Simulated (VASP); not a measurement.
Input of a VASP 6.6.1 run:

INCAR

```
SYSTEM = FeSi2
PREC = Accurate
ENCUT = 520
EDIFF = 1E-7
ISMEAR = 0
SIGMA = 0.1
LREAL = .False.
LASPH = .True.
NELM = 80
ALGO = Normal
ISIF = 2
LWAVE = .False.
LCHARG = .True.
GGA = PS
LELF = .True.
LVHAR = .True.
NBANDS = 15
```

File KPOINTS:

```
Automatic mesh
0
Gamma
  16 16 8
  0 0 0
```

The input POSCAR:

```
FeSi2
1.0
    2.5497489224      0.0000000000      0.0000000000
    0.0000000000      2.5497489224      0.0000000000
    0.0000000000      0.0000000000      4.9506596889
Fe Si
1 2
Direct
    0.0000000000      0.0000000000      0.0000000000
    0.5000000000      0.5000000000      0.2755601079
    0.5000000000      0.5000000000      0.7244398921
```

Potentials or basis: VASP PAW PBE potentials, release 64 (Fe, Si).

Command:

```console
$ cat potpaw_PBE.64/Fe/POTCAR potpaw_PBE.64/Si/POTCAR > POTCAR
$ mpirun -np 1 vasp_std > vasp.out
```

**Question.** Estimate the pressure.

**Answer.** 34.0 GPa.

**Question.** Estimate the band gap on the k mesh.

**Answer.** Zero (band 8 reaches 12.21 eV, above the bottom of band 9 at 11.53 eV).

**Question.** What does it give for the largest force?

**Answer.** 0.041 eV/Å.

Forces on the atoms (eV/Å):
```
Fe   0.000  0.000  0.000
Si   0.000  0.000  0.041
Si   0.000  0.000 -0.041
```

Caveat: the PAW data sets were made with another functional, which shifts forces and pressure a little. Spin polarisation is off, so any magnetic state and its effect on volume and gap are missing.
